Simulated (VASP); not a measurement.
# WC (Qusongite) (P-6m2) in VASP: settings compared

The runs below take WC (Qusongite) through elastic constants, vibrations by perturbation theory, density of states, with PBEsol, PBE, LDA, RPBE+D4.

Everything below comes from runs of VASP 6.6.1. Logs are shortened: lines on timing, memory, paths and dates and some standing lists are left out, and cuts for length are marked.

### Step 1. The cell of the first run

Symmetry: P-6m2, No. 187, hexagonal system. Conventional cell: a = 2.907 Å, b = 2.907 Å, c = 2.837 Å, α = 90.00°, β = 90.00°, γ = 120.00°. W (site symmetry -6m2) has 6 C at 2.20 Å and 2 W at 2.84 Å within 2.9 Å. Within 2.9 Å of C (site symmetry -6m2) lie 6 W at 2.20 Å and 2 C at 2.84 Å.

### Step 2. Elastic constants, PBEsol

File INCAR:

```
ALGO     = Normal         # electronic algorithm
EDIFF    = 1E-8           # SCF threshold, eV
ENCUT    = 600            # plane-wave cutoff, eV
GGA      = PS             # functional
IBRION   = 6              # ionic algorithm
ISIF     = 3              # what is computed and relaxed
ISMEAR   = -1             # smearing method
LASPH    = T              # aspherical terms in the spheres
LCHARG   = T              # write CHGCAR
LREAL    = F              # projectors in reciprocal space
LWAVE    = F              # write WAVECAR
NBANDS   = 16             # bands
NELM     = 100            # most SCF steps
NFREE    = 2            
NSW      = 1              # ionic steps
POTIM    = 0.015          # step
PREC     = Accurate       # precision mode
SIGMA    = 0.05           # smearing width, eV
```

File KPOINTS:

```
k-points
0
Gamma
  8 8 7
```

File POSCAR:

```
WC
1.0
    2.9065000000      0.0000000000      0.0000000000
   -1.4532500000      2.5171028361      0.0000000000
    0.0000000000      0.0000000000      2.8366000000
W C
1 1
Direct
    0.0000000000      0.0000000000      0.0000000000
    0.6666666667      0.3333333333      0.5000000000
```

Potentials or basis: VASP PAW PBE potentials, release 64 (W_sv, C).

Run with:

```sh
> cat potpaw_PBE.64/W_sv/POTCAR potpaw_PBE.64/C/POTCAR > POTCAR
> mpirun -np 1 vasp_std > vasp.out
```

OUTCAR:

```text
EDIFF = 1E-8
   ENCUT = 600
   GGA = PS
   IBRION = 6
   ISIF = 3
   ISMEAR = -1
   LASPH = T
   LREAL = F
   NELM = 100
   NFREE = 2
   NSW = 1
   POTIM = 0.015
   PREC = Accurate

 ion  position               nearest neighbor table
   1  0.000  0.000  0.000-   2 2.20   2 2.20   2 2.20   2 2.20   2 2.20   2 2.20
   2  0.667  0.333  0.500-   1 2.20   1 2.20   1 2.20   1 2.20   1 2.20   1 2.20

  LATTYP: Found a hexagonal cell.
 ALAT       =     2.9065000000
 C/A-ratio  =     0.9759504559

  Lattice vectors:

 A1 = (   2.9065000000,   0.0000000000,   0.0000000000)
 A2 = (  -1.4532500000,   2.5171028361,   0.0000000000)
 A3 = (   0.0000000000,   0.0000000000,   2.8366000000)

Analysis of symmetry for initial positions (statically):
=====================================================================
 Subroutine PRICEL returns:
 Original cell was already a primitive cell.

 Routine SETGRP: Setting up the symmetry group for a
 hexagonal supercell.

 Subroutine GETGRP returns: Found 12 space group operations
 (whereof 12 operations were pure point group operations)
 out of a pool of 24 trial point group operations.

The static configuration has the point symmetry D_3h.

Analysis of symmetry for dynamics (positions and initial velocities):
=====================================================================
 Subroutine PRICEL returns:
 Original cell was already a primitive cell.

 Routine SETGRP: Setting up the symmetry group for a
 hexagonal supercell.

 Subroutine GETGRP returns: Found 12 space group operations
 (whereof 12 operations were pure point group operations)
 out of a pool of 24 trial point group operations.

The dynamic configuration has the point symmetry D_3h.

 Subroutine INISYM returns: Found 12 space group operations
 (whereof 12 operations are pure point group operations),
 and found     1 'primitive' translations

----------------------------------------------------------------------------------------

                                     Primitive cell

  volume of cell :      20.7525

  direct lattice vectors                    reciprocal lattice vectors
     2.906500000  0.000000000  0.000000000     0.344056425  0.198641070  0.000000000
    -1.453250000  2.517102836  0.000000000     0.000000000  0.397282139  0.000000000
     0.000000000  0.000000000  2.836600000     0.000000000  0.000000000  0.352534725

  length of vectors
     2.906500000  2.906500000  2.836600000     0.397282139  0.397282139  0.352534725

  position of ions in fractional coordinates (direct lattice)
     0.000000000  0.000000000  0.000000000
     0.666666667  0.333333333  0.500000000

  ion indices of the primitive-cell ions
   primitive index   ion index
                 1           1
                 2           2

----------------------------------------------------------------------------------------

 KPOINTS: k-points

Automatic generation of k-mesh.
 Grid dimensions read from file:
 generate k-points for:    8    8    7

 Generating k-lattice:

  Cartesian coordinates                     Fractional coordinates (reciprocal lattice)
     0.043007053  0.024830134  0.000000000     0.125000000  0.000000000  0.000000000
     0.000000000  0.049660267  0.000000000     0.000000000  0.125000000  0.000000000
     0.000000000  0.000000000  0.050362104     0.000000000  0.000000000  0.142857143

  Length of vectors
     0.049660267  0.049660267  0.050362104

  Shift w.r.t. Gamma in fractional coordinates (k-lattice)
     0.000000000  0.000000000  0.000000000

 Subroutine IBZKPT returns following result:
 ===========================================

 Found     40 irreducible k-points:

 Following reciprocal coordinates:
            Coordinates               Weight
[... 49 lines left out ...]
   ISIF   =      3    stress and relaxation
   ISYM   =      2    0-nonsym 1-usesym 2-fastsym
   POTIM  = 0.0150    time-step for ionic-motion
   TEBEG  =    0.0;   TEEND  =   0.0 temperature during run
   PSTRESS=    0.0 pullay stress
   NELECT =      18.0000    total number of electrons
   NUPDOWN=      -1.0000    fix difference up-down
   EMIN   =  10.00;   EMAX   =-10.00  energy-range for DOS
[... 5 lines left out ...]
     AMIX     =   0.40;   BMIX     =  1.00
     AMIX_MAG =   1.60;   BMIX_MAG =  1.00
  volume/ion in A,a.u.               =      10.38        70.02
  Fermi-wavevector in a.u.,A,eV,Ry     =   1.561262  2.950358 33.164744  2.437540
  Thomas-Fermi vector in A             =   2.664353
   LORBIT       =      0    0 simple, 1 ext, 2 COOP (PROOUT), +10 PAW based schemes
   GGA     = PS    functional components
   LHFCALC =     F    Hartree Fock is set to
   AEXX    =    0.0000 exact exchange contribution
   IVDW    =     0    specifies the selected vdW correction
   LEPSILON=     F    determine dielectric tensor
   LRPA    =     F    only Hartree local field effects (RPA)
 finite differences with symmetry
 non-spin polarized calculation
  energy-cutoff  :      600.00
  volume of cell :       20.75
 maximum number of plane-waves:       704
 NGX is ok and might be reduce to    24
   NGX = 11   NGY = 11   NGZ = 11

--------------------------------------- Ionic step        1  -------------------------------------------

 number of electron      18.0000000 magnetization

 Free energy of the ion-electron system (eV)
  ---------------------------------------------------
  ext. energy  EPLUGINS =         0.00000000
  ---------------------------------------------------
  free energy    TOTEN  =       -23.90478581 eV

  energy without entropy =      -23.90295360  energy(sigma->0) =      -23.90386971

------------------------ aborting loop because EDIFF is reached ----------------------------------------

  FORCE on cell =-STRESS in cart. coord.  units (eV):
  Direction    XX          YY          ZZ          XY          YZ          ZX
  --------------------------------------------------------------------------------------
  -------------------------------------------------------------------------------------
  Total       -0.2495333     -0.2495333     -0.4398952      0.0000000      0.0000000     -0.0000000
  in kB      -19.2650290    -19.2650290    -33.9617790      0.0000000      0.0000000     -0.0000000
  external PRESSURE =     -24.1639457 kB  Pullay stress =       0.0000000 kB
[... 89 lines left out ...]
  FREE ENERGIE OF THE ION-ELECTRON SYSTEM (eV)
  ---------------------------------------------------
  free  energy   TOTEN  =       -23.8970851467 eV

  energy  without entropy=      -23.8952639843  energy(sigma->0) =      -23.89617457

[... ionic steps 4 to 18 ...]

--------------------------------------- Ionic step       19  -------------------------------------------

 number of electron      18.0000000 magnetization

------------------------ aborting loop because EDIFF is reached ----------------------------------------
[... 67 lines left out ...]
--------------------------------------- Ionic step       21  -------------------------------------------

 number of electron      18.0000001 magnetization

 Free energy of the ion-electron system (eV)
  ---------------------------------------------------
  ext. energy  EPLUGINS =         0.00000000
  ---------------------------------------------------
  free energy    TOTEN  =       -23.90319665 eV

  energy without entropy =      -23.90134988  energy(sigma->0) =      -23.90227327

 E-fermi :  11.0764     XC(G=0): -13.9275

 val. band max:       11.0481009029   @ k =   0.0000   0.0000   0.0000
 cond. band min:      11.1016345251   @ k =   0.0000   0.0000   0.1429
 fundamental gap:      0.0535336221
 Fermi energy:        11.0764141064

 k-point     1 :       0.0000    0.0000    0.0000
  band No.  band energies     occupation
      1     -62.9956      2.00000
      2     -26.9955      2.00000
      3     -26.8732      2.00000
      4     -26.8732      2.00000
      5      -3.5008      2.00000
      6       6.5981      2.00000
[... 433 lines left out ...]
      3     -27.3328      2.00000
      4     -26.9899      2.00000
      5      -0.2569      2.00000
      6       4.2055      2.00000
[... 8 lines left out ...]
     15      24.7396      0.00000
     16      28.0531      0.00000

 [... further k-points ...]
[... 5 lines left out ...]
  --------------------------------------------------------------------------------------
  -------------------------------------------------------------------------------------
  Total       -0.2439523     -0.2439523     -0.4307839     -0.0000000      0.0000000      0.0000000
  in kB      -18.8341534    -18.8341534    -33.2583474     -0.0000000      0.0000000      0.0000000
  external PRESSURE =     -23.6422181 kB  Pullay stress =       0.0000000 kB
[... 17 lines left out ...]
  FREE ENERGIE OF THE ION-ELECTRON SYSTEM (eV)
  ---------------------------------------------------
  free  energy   TOTEN  =       -23.9031966520 eV

  energy  without entropy=      -23.9013498846  energy(sigma->0) =      -23.90227327

 INTERNAL STRAIN TENSORS FROM STRAINED CELLS
 ============================================

 INTERNAL STRAIN TENSOR FOR ION    1 for displacements in x,y,z  (eV/Angst):
          X           Y           Z          XY          YZ          ZX
  --------------------------------------------------------------------------------
  x    -0.00000     0.00000    -0.00000     5.53088    -0.00000    -0.00000
  y     5.54267    -5.49668     0.00000    -0.00023    -0.00029     0.00016
  z     0.00000     0.00000     0.00000     0.00000     0.00526     0.00000

 INTERNAL STRAIN TENSORS FROM DISPLACED ATOMS
 ============================================

 INTERNAL STRAIN TENSOR FOR ION    1 for displacements in x,y,z  (eV/Angst):
          X           Y           Z          XY          YZ          ZX
  --------------------------------------------------------------------------------
  x     0.00000     0.00000     0.00000     5.53188     0.00000     0.00000
  y     5.53188    -5.53188     0.00000     0.00000     0.00000     0.00000
  z     0.00000     0.00000     0.00000     0.00000     0.00000     0.00000

 INTERNAL STRAIN TENSOR FOR ION    2 for displacements in x,y,z  (eV/Angst):
          X           Y           Z          XY          YZ          ZX
  --------------------------------------------------------------------------------
  x     0.00000     0.00000     0.00000    -5.53147     0.00000     0.00000
  y    -5.53147     5.53147     0.00000    -0.00000     0.00000     0.00000
  z     0.00000     0.00000     0.00000     0.00000     0.00000     0.00000

 Eigenvectors and eigenvalues of the dynamical matrix
 ----------------------------------------------------

   1 f  =   18.357782 THz   115.345348 2PiTHz  612.349702 cm-1    75.921653 meV
             X         Y         Z           dx          dy          dz
      0.000000  0.000000  0.000000     0.000000    0.247639    0.000000
      1.453250  0.839034  1.418300    -0.000000   -0.968852   -0.000000
[... 21 lines left out ...]
   6 f/i=    0.000825 THz     0.005182 2PiTHz    0.027508 cm-1     0.003411 meV
             X         Y         Z           dx          dy          dz
      0.000000  0.000000  0.000000     0.000000   -0.000000   -0.968841
      1.453250  0.839034  1.418300     0.000000   -0.000000   -0.247683

--------------------------------------------------------------------------------------------------------

 ELASTIC MODULI CONTR FROM IONIC RELAXATION (kBar)
 Direction    XX          YY          ZZ          XY          YZ          ZX
 --------------------------------------------------------------------------------
 XX        -151.9561    151.9561      0.0000      0.0000      0.0000      0.0000
 YY         151.9561   -151.9561      0.0000     -0.0000      0.0000      0.0000
 ZZ           0.0000      0.0000      0.0000      0.0000      0.0000      0.0000
 XY           0.0000     -0.0000      0.0000   -151.9561      0.0000      0.0000
 YZ           0.0000      0.0000      0.0000      0.0000      0.0000      0.0000
 ZX           0.0000      0.0000      0.0000      0.0000      0.0000      0.0000
 --------------------------------------------------------------------------------

 TOTAL ELASTIC MODULI (kBar)
 Direction    XX          YY          ZZ          XY          YZ          ZX
 --------------------------------------------------------------------------------
 XX        7409.8089   2232.8457   1807.1175      0.0000      0.0000      0.0000
 YY        2232.8457   7409.8089   1807.1175     -0.0000      0.0000      0.0000
 ZZ        1807.1175   1807.1175   9809.6598      0.0000      0.0000      0.0000
 XY           0.0000     -0.0000      0.0000   2588.4816      0.0000      0.0000
 YZ           0.0000      0.0000      0.0000      0.0000   3146.4126      0.0000
 ZX           0.0000      0.0000      0.0000      0.0000      0.0000   3146.4120
 --------------------------------------------------------------------------------
```

It took 2.7 min on 1 thread of Intel Xeon 6975P-C (Granite Rapids), shared host; peak memory 0.24 GiB.

What came out:

| Item | Value |
| --- | --- |
| Voigt bulk modulus | 404 GPa |
| Highest phonon frequency at Γ, LO-TO splitting left out | 612 cm⁻¹ |

Phonon frequencies in cm⁻¹ (negative: imaginary):
```tsv
q point	frequencies
(0.000, 0.000, 0.000)	0 0 0 584 612 612
```

Elastic tensor in Voigt notation (GPa, in the Cartesian axes of the cell as first typed):
```
741 223 181   0   0   0
223 741 181   0   0   0
181 181 981   0   0   0
  0   0   0 315   0   0
  0   0   0   0 315   0
  0   0   0   0   0 259
```

Clamped-ion elastic tensor (GPa):
```
756 208 181   0   0   0
208 756 181   0   0   0
181 181 981   0   0   0
  0   0   0 315   0   0
  0   0   0   0 315   0
  0   0   0   0   0 274
```

Caveat: the cell is under stress, which shifts elastic constants; the PAW data sets were made with another functional, which shifts forces and pressure a little; spin-orbit coupling is left out, which moves the levels of the heavy elements.

### Step 3. Vibrations by perturbation theory, PBE

File INCAR:

```
SYSTEM = WC
PREC = Accurate
ENCUT = 520
EDIFF = 1E-8
ISMEAR = -1
SIGMA = 0.05
LREAL = .FALSE.
LASPH = .TRUE.
NELM = 80
ALGO = Normal
ISIF = 2
LWAVE = .FALSE.
LCHARG = .FALSE.
GGA = PE
IBRION = 8
NSW = 1
```

File KPOINTS:

```
Automatic mesh
0
G
  7 7 7
  0 0 0
```

POSCAR is that of step 2.

Potentials or basis: VASP PAW PBE potentials, release 64 (W_sv, C).

Run with:

```sh
> cat potpaw_PBE.64/W_sv/POTCAR potpaw_PBE.64/C/POTCAR > POTCAR
> mpirun -np 1 vasp_std > vasp.out
```

OUTCAR:

```text
SYSTEM = WC
   PREC = Accurate
   ENCUT = 520
   EDIFF = 1E-8
   ISMEAR = -1
   LREAL = .FALSE.
   LASPH = .TRUE.
   NELM = 80
   ISIF = 2
   GGA = PE
   IBRION = 8
   NSW = 1

 ion  position               nearest neighbor table
   1  0.000  0.000  0.000-   2 2.20   2 2.20   2 2.20   2 2.20   2 2.20   2 2.20
   2  0.667  0.333  0.500-   1 2.20   1 2.20   1 2.20   1 2.20   1 2.20   1 2.20

  LATTYP: Found a hexagonal cell.
 ALAT       =     2.9065000000
 C/A-ratio  =     0.9759504559

  Lattice vectors:

[... 649 lines left out ...]
               1X          1Y          1Z          2X          2Y          2Z
  1X   -16.292550    0.000000    0.000000   16.292550   -0.000000    0.000000
  1Y     0.000000  -16.292550    0.000000    0.000000   16.292550    0.000000
  1Z    -0.000000   -0.000000  -14.493581    0.000000    0.000000   14.493581
  2X    16.289545    0.000000    0.000000  -16.289545    0.000000    0.000000
  2Y    -0.000000   16.289545    0.000000    0.000000  -16.289545    0.000000
  2Z    -0.000000   -0.000000   14.487547    0.000000    0.000000  -14.487547

 Eigenvectors and eigenvalues of the dynamical matrix
 ----------------------------------------------------

   1 f  =   18.791448 THz   118.070149 2PiTHz  626.815230 cm-1    77.715149 meV
             X         Y         Z           dx          dy          dz
      0.000000  0.000000  0.000000     0.000093    0.247658    0.000000
      1.453250  0.839034  1.418300    -0.000362   -0.968847    0.000000
[... 21 lines left out ...]
   6 f/i=    0.000886 THz     0.005564 2PiTHz    0.029538 cm-1     0.003662 meV
             X         Y         Z           dx          dy          dz
      0.000000  0.000000  0.000000     0.000000    0.000000    0.968841
      1.453250  0.839034  1.418300     0.000000    0.000000    0.247685

--------------------------------------------------------------------------------------------------------

 ELASTIC MODULI CONTR FROM IONIC RELAXATION (kBar)
 Direction    XX          YY          ZZ          XY          YZ          ZX
 --------------------------------------------------------------------------------
 XX         -61.9461     61.9461      0.0000     -0.0000      0.0000      0.0000
 YY          61.9461    -61.9461      0.0000      0.0000      0.0000      0.0000
 ZZ           0.0000      0.0000      0.0000      0.0000      0.0000      0.0000
 XY          -0.0000      0.0000      0.0000    -61.9461      0.0000      0.0000
 YZ           0.0000      0.0000      0.0000      0.0000      0.0000      0.0000
 ZX           0.0000      0.0000      0.0000      0.0000      0.0000      0.0000
 --------------------------------------------------------------------------------
```

OSZICAR:

```text
N       E                     dE             d eps       ncg     rms          rms(c)
DAV:   1     0.114259777719E+03    0.11426E+03   -0.97212E+03   832   0.154E+03
DAV:   2    -0.215445985062E+02   -0.13580E+03   -0.13289E+03   942   0.391E+02
DAV:   3    -0.254780856535E+02   -0.39335E+01   -0.39026E+01  1005   0.615E+01
[... 77 lines left out ...]
RMM:   7    -0.122272991695E+00    0.71147E-05   -0.12776E-08  1912   0.238E-03    0.169E-04
RMM:   8    -0.122273243894E+00   -0.25220E-06   -0.11001E-07  2108   0.714E-04    0.907E-05
RMM:   9    -0.122273561735E+00   -0.31784E-06    0.14284E-08  2137   0.196E-04    0.146E-05
RMM:  10    -0.122273458130E+00    0.10360E-06   -0.10394E-07  2115   0.573E-05    0.218E-06
RMM:  11    -0.122273426474E+00    0.31657E-07   -0.12289E-08  2216   0.150E-05    0.904E-07
RMM:  12    -0.122273434848E+00   -0.83743E-08   -0.31600E-09  1932   0.456E-06    0.393E-07
 Linear response finished
```

stdout:

```text
POSCAR found type information on POSCAR W C
 POSCAR found :  2 types and       2 ions
 scaLAPACK will be used
 LDA part: xc-table for (Slater+PW92), standard interpolation
 POSCAR, INCAR and KPOINTS ok, starting setup
 FFT: planning ... GRIDC
 FFT: planning ... GRID_SOFT
 FFT: planning ... GRID
 WAVECAR not read
 entering main loop
 Linear response reoptimize wavefunctions to high precision
 Linear response DOF=           4
 Linear response progress:
 first order change of Fermi-energy  -0.14246E-03
 force on displaced ion       1 direction 1 : -16.293   0.002   0.000
 Linear response progress:
 first order change of Fermi-energy  -0.10050E-02
 force on displaced ion       1 direction 3 :  -0.000  -0.000 -14.494
 Linear response progress:
 first order change of Fermi-energy   0.17124E-04
 force on displaced ion       2 direction 1 : -16.290   0.003   0.000
 Linear response progress:
 first order change of Fermi-energy   0.57585E-03
 force on displaced ion       2 direction 3 :  -0.000   0.000 -14.488
 Linear response finished
```

Wall time 2.9 min (1 thread of Intel Xeon 8259CL, shared host); peak memory 0.22 GiB.

What came out:

| Property | Result |
| --- | --- |
| Highest phonon frequency at Γ, LO-TO splitting left out | 627 cm⁻¹ |

Phonon frequencies in cm⁻¹ (negative: imaginary):
```
              q point        frequencies
(0.000, 0.000, 0.000)  0 0 0 591 627 627
```

Caveat: the cell wasn't relaxed at this level first, which shifts response properties; spin-orbit coupling is left out, which moves the levels of the heavy elements.

(Part 1 of 2 ends here.)
